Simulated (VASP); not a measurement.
# RbMgSbO3 (R3m) in VASP: a series of runs

Runs on RbMgSbO3. Level: PBE. Tasks: single point.

All numbers are computed with VASP 6.6.1; they aren't measurements. Logs are shortened: lines on timing, memory, paths and dates and some standing lists are left out, and cuts for length are marked.

### Step 1. The cell of the first run

The structure is trigonal, space group R3m (No. 160). Conventional cell: a = 6.328 Å, b = 6.328 Å, c = 11.384 Å, α = 90.00°, β = 90.00°, γ = 120.00°. Sb (site symmetry 3m) has 3 O at 1.96 Å within 2.6 Å. Rb (site symmetry 3m) has 9 O at 3.26 to 3.33 Å and 4 Sb at 3.65 to 3.70 Å and 3 Mg at 3.79 Å within 4.3 Å. Within 2.6 Å of Mg (site symmetry 3m) lie 3 O at 1.93 Å. O (site symmetry m) has 1 Mg at 1.93 Å and 1 Sb at 1.96 Å within 2.6 Å.

### Step 2. Single point, PBE

INCAR

```
  PREC = Accurate
  ENCUT = 520
  EDIFF = 1E-7
  ISMEAR = -1
  SIGMA = 0.05
  LREAL = F
  LASPH = T
  NELM = 100
  ALGO = Normal
  ISIF = 2
  LWAVE = F
  LCHARG = F
  GGA = PE
  NBANDS = 26
```

KPOINTS

```
Automatic mesh
0
Gamma
  6 6 6
```

POSCAR

```
RbMgSbO3
1.0
    3.1638236813      1.8266344541      3.7945591935
   -3.1638236813      1.8266344541      3.7945591935
    0.0000000000     -3.6532689081      3.7945591935
Sb Rb Mg O
1 1 1 3
Direct
    0.5701276200      0.5701276200      0.5701276200
    0.8952780900      0.8952780900      0.8952780900
    0.3185392300      0.3185392300      0.3185392300
    0.4946454750      0.9672602300      0.4946454750
    0.9672602300      0.4946454750      0.4946454750
    0.4946454750      0.4946454750      0.9672602300
```

Potentials or basis: VASP PAW PBE potentials, release 64 (Sb, Rb_sv, Mg, O).

Started as:

```
cat potpaw_PBE.64/Sb/POTCAR potpaw_PBE.64/Rb_sv/POTCAR potpaw_PBE.64/Mg/POTCAR potpaw_PBE.64/O/POTCAR > POTCAR
mpirun -np 1 vasp_std > vasp.out
```

OUTCAR:

```text
PREC = Accurate
   ENCUT = 520
   EDIFF = 1E-7
   ISMEAR = -1
   LREAL = F
   LASPH = T
   NELM = 100
   ISIF = 2
   GGA = PE

 ion  position               nearest neighbor table
   1  0.570  0.570  0.570-   6 1.96   5 1.96   4 1.96   3 2.86   2 3.65   2 3.65   2 3.65   2 3.70

   2  0.895  0.895  0.895-   4 3.26   5 3.26   6 3.26   5 3.33   4 3.33   6 3.33   6 3.33   4 3.33
                             5 3.33   1 3.65   1 3.65   1 3.65   1 3.70   3 3.79   3 3.79   3 3.79
   3  0.319  0.319  0.319-   6 1.93   5 1.93   4 1.93   1 2.86   2 3.79   2 3.79   2 3.79   2 4.59
                             2 4.59   2 4.59
   4  0.495  0.967  0.495-   3 1.93   1 1.96   2 3.26   2 3.33   2 3.33
   5  0.967  0.495  0.495-   3 1.93   1 1.96   2 3.26   2 3.33   2 3.33
   6  0.495  0.495  0.967-   3 1.93   1 1.96   2 3.26   2 3.33   2 3.33

  LATTYP: Found a trigonal (rhomboedric) cell.
 ALAT       =     5.2673573249
 COS(alpha) =     0.2784457670

  Lattice vectors:

 A1 = (   3.1638236813,   1.8266344541,   3.7945591935)
 A2 = (  -3.1638236813,   1.8266344541,   3.7945591935)
 A3 = (   0.0000000000,  -3.6532689081,   3.7945591935)

Analysis of symmetry for initial positions (statically):
=====================================================================
 Subroutine PRICEL returns:
 Original cell was already a primitive cell.

 Routine SETGRP: Setting up the symmetry group for a
 trigonal (rhombohedral) supercell.

 Subroutine GETGRP returns: Found  6 space group operations
 (whereof  6 operations were pure point group operations)
 out of a pool of 12 trial point group operations.

The static configuration has the point symmetry C_3v.

Analysis of symmetry for dynamics (positions and initial velocities):
=====================================================================
 Subroutine PRICEL returns:
 Original cell was already a primitive cell.

 Routine SETGRP: Setting up the symmetry group for a
 trigonal (rhombohedral) supercell.

 Subroutine GETGRP returns: Found  6 space group operations
 (whereof  6 operations were pure point group operations)
 out of a pool of 12 trial point group operations.

The dynamic configuration has the point symmetry C_3v.

 Subroutine INISYM returns: Found  6 space group operations
 (whereof  6 operations are pure point group operations),
 and found     1 'primitive' translations

----------------------------------------------------------------------------------------

                                     Primitive cell

  volume of cell :     131.5759

  direct lattice vectors                    reciprocal lattice vectors
     3.163823681  1.826634454  3.794559194     0.158036620  0.091242485  0.087845074
    -3.163823681  1.826634454  3.794559194    -0.158036620  0.091242485  0.087845074
     0.000000000 -3.653268908  3.794559194     0.000000000 -0.182484970  0.087845074

  length of vectors
     5.267357325  5.267357325  5.267357325     0.202527828  0.202527828  0.202527828

  position of ions in fractional coordinates (direct lattice)
     0.570127620  0.570127620  0.570127620
     0.895278090  0.895278090  0.895278090
     0.318539230  0.318539230  0.318539230
     0.494645475  0.967260230  0.494645475
     0.967260230  0.494645475  0.494645475
     0.494645475  0.494645475  0.967260230

  ion indices of the primitive-cell ions
   primitive index   ion index
                 1           1
                 2           2
                 3           3
                 4           4
                 5           5
                 6           6

----------------------------------------------------------------------------------------

 KPOINTS: Automatic mesh

Automatic generation of k-mesh.
 Grid dimensions read from file:
 generate k-points for:    6    6    6

 Generating k-lattice:

  Cartesian coordinates                     Fractional coordinates (reciprocal lattice)
     0.026339437  0.015207081  0.014640846     0.166666667 -0.000000000 -0.000000000
    -0.026339437  0.015207081  0.014640846    -0.000000000  0.166666667 -0.000000000
     0.000000000 -0.030414162  0.014640846    -0.000000000 -0.000000000  0.166666667

  Length of vectors
     0.033754638  0.033754638  0.033754638

  Shift w.r.t. Gamma in fractional coordinates (k-lattice)
     0.000000000  0.000000000  0.000000000

 Subroutine IBZKPT returns following result:
 ===========================================

 Found     32 irreducible k-points:

 Following reciprocal coordinates:
            Coordinates               Weight
  0.000000  0.000000  0.000000      1.000000
  0.166667  0.000000  0.000000      6.000000
  0.333333 -0.000000 -0.000000      6.000000
  0.500000  0.000000 -0.000000      3.000000
  0.166667  0.166667  0.000000      6.000000
  0.333333  0.166667 -0.000000     12.000000
[... 16 lines left out ...]
  0.500000  0.500000  0.166667      6.000000
 -0.333333  0.500000  0.166667     12.000000
 [... further k-points ...]
   k-points           NKPTS =     32   k-points in BZ     NKDIM =     32   number of bands    NBANDS=     26
   number of dos      NEDOS =    301   number of ions     NIONS =      6
   total plane-waves  NPLWV =  64000
   dimension x,y,z NGX =    40 NGY =   40 NGZ =   40
   dimension x,y,z NGXF=    80 NGYF=   80 NGZF=   80
   ions per type =               1   1   1   3
   NGX,Y,Z   is equivalent  to a cutoff of  12.62, 12.62, 12.62 a.u.
   NGXF,Y,Z  is equivalent  to a cutoff of  25.25, 25.25, 25.25 a.u.
 SYSTEM =  unknown system
   PREC   = accura    normal or accurate (medium, high low for compatibility)
   ISTART =      0    job   : 0-new  1-cont  2-samecut
   ICHARG =      2    charge: 1-file 2-atom 10-const
   ISPIN  =      1    spin polarized calculation?
   LNONCOLLINEAR =      F non collinear calculations
   LSORBIT =      F    spin-orbit coupling
   LASPH  =      T    aspherical Exc in radial PAW
   ENCUT  =  520.0 eV  38.22 Ry    6.18 a.u.   9.79  9.79  9.79*2*pi/ulx,y,z
   NELM   =    100;   NELMIN=  2; NELMDL= -5     # of ELM steps
   EDIFF  = 0.1E-06   stopping-criterion for ELM
   LREAL  =      F    real-space projection
   EDIFFG = 0.1E-05   stopping-criterion for IOM
   NSW    =      0    number of steps for IOM
   IBRION =     -1    ionic relax: 0-MD 1-quasi-New 2-CG
   NFREE  =      0    steps in history (QN), initial steepest desc. (CG)
   ISIF   =      2    stress and relaxation
   ISYM   =      2    0-nonsym 1-usesym 2-fastsym
   POTIM  = 0.5000    time-step for ionic-motion
   TEBEG  =    0.0;   TEEND  =   0.0 temperature during run
   PSTRESS=    0.0 pullay stress
   NELECT =      34.0000    total number of electrons
   NUPDOWN=      -1.0000    fix difference up-down
   EMIN   =  10.00;   EMAX   =-10.00  energy-range for DOS
   EFERMI =   0.00;   METHOD = LEGACY
   ISMEAR =    -1;   SIGMA  =   0.05  broadening in eV -4-tet -1-fermi 0-gaus
   EFERMI_NEDOS =   21; number of points for ismear=-14 and -15
   IALGO  =     38    algorithm
   IMIX   =      4    mixing-type and parameters
     AMIX     =   0.40;   BMIX     =  1.00
     AMIX_MAG =   1.60;   BMIX_MAG =  1.00
  volume/ion in A,a.u.               =      21.93       147.99
  Fermi-wavevector in a.u.,A,eV,Ry     =   1.042739  1.970491 14.793679  1.087305
  Thomas-Fermi vector in A             =   2.177418
   LORBIT       =      0    0 simple, 1 ext, 2 COOP (PROOUT), +10 PAW based schemes
   GGA     = PE    functional components
   LHFCALC =     F    Hartree Fock is set to
   AEXX    =    0.0000 exact exchange contribution
   IVDW    =     0    specifies the selected vdW correction
   LEPSILON=     F    determine dielectric tensor
   LRPA    =     F    only Hartree local field effects (RPA)
 non-spin polarized calculation
  energy-cutoff  :      520.00
  volume of cell :      131.58
 maximum number of plane-waves:      3561
   NGX = 19   NGY = 19   NGZ = 19

 number of electron      34.0000013 magnetization

 Free energy of the ion-electron system (eV)
  ---------------------------------------------------
  ext. energy  EPLUGINS =         0.00000000
  ---------------------------------------------------
  free energy    TOTEN  =       -31.87068875 eV

  energy without entropy =      -31.87068875  energy(sigma->0) =      -31.87068875

 E-fermi :   2.5474     XC(G=0):  -8.0067

 val. band max:        1.5106071631   @ k =   0.5000   0.5000   0.5000
 cond. band min:       4.3404416314   @ k =   0.0000   0.0000   0.0000
 fundamental gap:      2.8298344682
 Fermi energy:         2.5473753780

 k-point     1 :       0.0000    0.0000    0.0000
  band No.  band energies     occupation
      1     -24.8245      2.00000
      2     -16.4981      2.00000
      3     -15.4461      2.00000
      4     -15.4461      2.00000
      5      -8.9745      2.00000
      6      -8.9745      2.00000
[... 18 lines left out ...]
     25       9.2115      0.00000
     26       9.2115      0.00000

 k-point     2 :       0.1667    0.0000    0.0000
  band No.  band energies     occupation
      1     -24.8240      2.00000
      2     -16.4770      2.00000
      3     -15.4781      2.00000
      4     -15.4463      2.00000
      5      -8.9721      2.00000
      6      -8.9652      2.00000
[... 18 lines left out ...]
     25       9.4733      0.00000
     26       9.4836      0.00000

 k-point     3 :       0.3333   -0.0000   -0.0000
  band No.  band energies     occupation
      1     -24.8231      2.00000
      2     -16.4305      2.00000
      3     -15.5464      2.00000
      4     -15.4466      2.00000
      5      -8.9675      2.00000
      6      -8.9466      2.00000
[... 18 lines left out ...]
     25       9.5214      0.00000
     26       9.6239      0.00000

 k-point     4 :       0.5000    0.0000   -0.0000
  band No.  band energies     occupation
      1     -24.8226      2.00000
      2     -16.4045      2.00000
      3     -15.5832      2.00000
      4     -15.4467      2.00000
      5      -8.9652      2.00000
      6      -8.9374      2.00000
[... 18 lines left out ...]
     25       9.2521      0.00000
     26       9.3892      0.00000

 k-point     5 :       0.1667    0.1667    0.0000
  band No.  band energies     occupation
      1     -24.8237      2.00000
      2     -16.4710      2.00000
      3     -15.4739      2.00000
      4     -15.4566      2.00000
      5      -8.9717      2.00000
      6      -8.9685      2.00000
[... 18 lines left out ...]
     25       9.3746      0.00000
     26       9.3840      0.00000

 k-point     6 :       0.3333    0.1667   -0.0000
  band No.  band energies     occupation
      1     -24.8229      2.00000
      2     -16.4331      2.00000
      3     -15.5284      2.00000
      4     -15.4566      2.00000
      5      -8.9686      2.00000
      6      -8.9567      2.00000
[... 427 lines left out ...]
 k-point    21 :      -0.3333    0.3333    0.1667
  band No.  band energies     occupation
      1     -24.8217      2.00000
      2     -16.3840      2.00000
      3     -15.5834      2.00000
      4     -15.4672      2.00000
      5      -8.9657      2.00000
      6      -8.9590      2.00000
[... 18 lines left out ...]
     25       9.2047      0.00000
     26       9.5662      0.00000

 k-point    22 :      -0.1667    0.3333    0.1667
  band No.  band energies     occupation
      1     -24.8223      2.00000
      2     -16.3983      2.00000
      3     -15.5732      2.00000
      4     -15.4630      2.00000
      5      -8.9617      2.00000
      6      -8.9493      2.00000
[... 18 lines left out ...]
     25       9.2383      0.00000
     26       9.7216      0.00000

 k-point    23 :       0.5000    0.5000    0.1667
  band No.  band energies     occupation
      1     -24.8212      2.00000
      2     -16.3906      2.00000
      3     -15.5470      2.00000
      4     -15.4861      2.00000
      5      -8.9708      2.00000
      6      -8.9706      2.00000
[... 18 lines left out ...]
     25       9.1459      0.00000
     26       9.9592      0.00000

 k-point    24 :      -0.3333    0.5000    0.1667
  band No.  band energies     occupation
      1     -24.8213      2.00000
      2     -16.3770      2.00000
      3     -15.5806      2.00000
      4     -15.4770      2.00000
      5      -8.9677      2.00000
      6      -8.9589      2.00000
[... 18 lines left out ...]
     25       9.1680      0.00000
     26       9.6137      0.00000

 [... further k-points ...]
[... 5 lines left out ...]
  --------------------------------------------------------------------------------------
  -------------------------------------------------------------------------------------
  Total       -1.1536881     -1.1536881      1.1944299      0.0000000      0.0000000      0.0000000
  in kB      -14.0482585    -14.0482585     14.5443650      0.0000000      0.0000000      0.0000000
  external PRESSURE =      -4.5173840 kB  Pullay stress =       0.0000000 kB

 VOLUME and BASIS-vectors are now :
 -----------------------------------------------------------------------------
  energy-cutoff  :      520.00
  volume of cell :      131.58
      direct lattice vectors                 reciprocal lattice vectors
     3.163823681  1.826634454  3.794559194     0.158036620  0.091242485  0.087845074
    -3.163823681  1.826634454  3.794559194    -0.158036620  0.091242485  0.087845074
     0.000000000 -3.653268908  3.794559194     0.000000000 -0.182484970  0.087845074

 POSITION                                       TOTAL-FORCE (eV/Angst)
 -----------------------------------------------------------------------------------
      0.00000      0.00000      6.49015         0.000000      0.000000      0.338596
      0.00000      0.00000     10.19156         0.000000     -0.000000     -0.010136
      0.00000      0.00000      3.62615         0.000000      0.000000      0.049560
     -1.49527      0.86329      7.42425         0.067020     -0.038694     -0.126007
      1.49527      0.86329      7.42425        -0.067020     -0.038694     -0.126007
      0.00000     -1.72659      7.42425         0.000000      0.077387     -0.126007
 -----------------------------------------------------------------------------------
    total drift:                               -0.000000     -0.000000      0.000008

  FREE ENERGIE OF THE ION-ELECTRON SYSTEM (eV)
  ---------------------------------------------------
  free  energy   TOTEN  =       -31.8706887528 eV

  energy  without entropy=      -31.8706887528  energy(sigma->0) =      -31.87068875
```

It took 2.4 min on 1 thread of Oxide Virtual Turin-like, shared host; peak memory 0.27 GiB.

Results:

```yaml
Free_energy: -31.8707 eV
Pressure: -0.5 GPa
Largest_force: 0.339 eV/Å
Band_gap_on_the_k_mesh: 2.83 eV, indirect (least direct gap 2.84 eV)
```

Forces in eV/Å, atoms in the order of the input:
```
Sb   0.000  0.000  0.339
Rb   0.000  0.000 -0.010
Mg   0.000  0.000  0.050
O    0.067 -0.039 -0.126
O   -0.067 -0.039 -0.126
O    0.000  0.077 -0.126
```

Caveat: spin-orbit coupling is left out, which moves the levels of the heavy elements. Expect the measured gap to be larger: semilocal functionals such as PBE lack the derivative discontinuity.

[end of part 1 of 2]
